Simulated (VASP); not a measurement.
Crystal: CuO (Tenorite).

```xyz
4
Lattice="2.3602 -1.7247 0.0000 2.3602 1.7247 0.0000 -0.8663 0.0000 5.0929" Properties=species:S:1:pos:R:3 pbc="T T T"
Cu    0.7470   -0.8513    2.5465
Cu    1.1801    0.8513    0.0000
O     1.6530    0.2860    3.8386
O     2.0861   -0.2860    1.2921
```

Base run:

```yaml
Program: VASP 6.6.1
Functional: RPBE
Potentials_or_basis: VASP PAW PBE potentials, release 64 (Cu, O)
Cutoff: 520 eV
k_mesh: 10 × 10 × 5
Occupations: fermi-dirac, width 0.05 eV
Spin: no spin polarisation
```

Its results: band gap on the k mesh zero (band 17 reaches 5.86 eV, above the bottom of band 18 at 5.27 eV); pressure 8.3 GPa; largest force 0.754 eV/Å.

**Question.** The run is repeated on the same cell with these changes: functional from RPBE to LDA; potentials or basis from VASP PAW PBE potentials, release 64 (Cu, O) to VASP PAW LDA potentials, release 64 (Cu, O). What comes out?

**Answer.** Band gap on the k mesh zero (band 17 reaches 5.35 eV, above the bottom of band 18 at 4.74 eV); pressure -11.9 GPa; largest force 0.781 eV/Å.

Caveats: semilocal functionals often make such compounds metallic where correlation or magnetic order opens a gap, which also shifts bond lengths; the PAW data sets were made with another functional, which shifts forces and pressure a little (some runs).
